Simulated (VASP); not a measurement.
Here is a VASP 6.6.1 calculation.

Contents of INCAR:

```
ALGO = Normal
EDIFF = 1E-6
ENCUT = 500
GGA = PS
GGA_COMPAT = False
ISIF = 2
ISMEAR = -1
LASPH = True
LCHARG = False
LREAL = False
LWAVE = False
NBANDS = 10
NELM = 120
PREC = Accurate
SIGMA = 0.05
```

Contents of KPOINTS:

```
k-points
0
Gamma
  4 4 4
```

Contents of POSCAR:

```
Na
1.0
    7.0928825425      0.0000000000      0.0000000000
    0.0000000000      7.0928825425      0.0000000000
    0.0000000000      0.0000000000      7.0928825425
Na
1
Direct
    0.0000000000      0.0000000000      0.0000000000
```

Potentials or basis: VASP PAW PBE potentials, release 64 (Na_pv).

The run is started by

```sh
$ cat potpaw_PBE.64/Na_pv/POTCAR > POTCAR
$ mpirun -np 1 vasp_std > vasp.out
```

**Question.** Estimate the pressure.

**Answer.** -0.1 GPa.

**Question.** What does it give for the band gap on the k mesh?

**Answer.** Zero (an odd number of electrons rules out a gap without spin polarisation).

Caveat: the nearest neighbours stand farther apart than a usual bond; the PAW data sets were made with another functional, which shifts forces and pressure a little.
